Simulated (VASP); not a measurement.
Set up this calculation in VASP 6.6.1, as the native input.

```yaml
Task: single point
Functional: r2SCAN
Potentials_or_basis: VASP PAW PBE potentials, release 64 (Na_pv, F)
Cutoff: 520 eV
k_mesh: 10 × 10 × 10
Occupations: gaussian, width 0.01 eV
Spin: no spin polarisation
Dipole_correction: no
Further_INCAR_settings: ALGO = Normal; EDIFF = 1e-06; NBANDS = 14
```

Crystal: NaF (Villiaumite).

```xyz
2
Lattice="0.0000 2.2972 2.2972 2.1677 0.0000 2.2972 2.1677 2.2972 0.0000" Properties=species:S:1:pos:R:3 pbc="T T T"
Na    0.0000    0.0000    0.0000
F     2.1677    2.2972    2.2972
```

This cell differs from its parent crystal: uniaxial x strain -5.6%.

The input as run:

POSCAR

```
NaF
1.0
    0.0000000000      2.2972417931      2.2972417931
    2.1676773559      0.0000000000      2.2972417931
    2.1676773559      2.2972417931      0.0000000000
Na F
1 1
Direct
    0.0000000000      0.0000000000      0.0000000000
    0.5000000000      0.5000000000      0.5000000000
```

INCAR.step1

```
SYSTEM = NaF
ALGO     = Normal         ! electronic algorithm
EDIFF    = 1E-4           ! SCF threshold, eV
ENCUT    = 520            ! plane-wave cutoff, eV
GGA      = PE             ! functional
ISMEAR   = 0              ! smearing method
LASPH    = .True.         ! aspherical terms in the spheres
LCHARG   = .False.        ! write CHGCAR
LREAL    = .False.        ! projectors in reciprocal space
LWAVE    = .True.         ! write WAVECAR
NBANDS   = 14             ! bands
NELM     = 60             ! most SCF steps
PREC     = Accurate       ! precision mode
SIGMA    = 0.01           ! smearing width, eV
```

INCAR.step2

```
SYSTEM = NaF
ALGO     = Normal         ! electronic algorithm
EDIFF    = 1E-6           ! SCF threshold, eV
ENCUT    = 520            ! plane-wave cutoff, eV
ISIF     = 2              ! what is computed and relaxed
ISMEAR   = 0              ! smearing method
ISTART   = 1            
LASPH    = .True.         ! aspherical terms in the spheres
LCHARG   = .True.         ! write CHGCAR
LELF     = .True.         ! ELF
LMIXTAU  = .True.       
LREAL    = .False.        ! projectors in reciprocal space
LVHAR    = .True.       
LWAVE    = .False.        ! write WAVECAR
METAGGA  = R2SCAN         ! meta-GGA
NBANDS   = 14             ! bands
NELM     = 60             ! most SCF steps
PREC     = Accurate       ! precision mode
SIGMA    = 0.01           ! smearing width, eV
```

KPOINTS

```
k-points
0
Gamma
  10 10 10
  0 0 0
```

Potentials or basis: VASP PAW PBE potentials, release 64 (Na_pv, F).

The run is started by

```sh
$ cat potpaw_PBE.64/Na_pv/POTCAR potpaw_PBE.64/F/POTCAR > POTCAR
$ cp INCAR.step1 INCAR
$ mpirun -np 1 vasp_std > vasp.out
$ cp INCAR.step2 INCAR
$ mpirun -np 1 vasp_std > vasp.out
```

Results of the run:

```yaml
Pressure: 3.6 GPa
Band_gap_on_the_k_mesh: 7.64 eV, direct
```

Caveat: the cell differs from its parent crystal (uniaxial x strain -5.6%); the PAW data sets were made with another functional, which shifts forces and pressure a little.

It took 29 s on 1 thread of Intel(R) Xeon(R) 6975P-C (Granite Rapids), with other jobs on the host, peak memory 0.15 GiB.
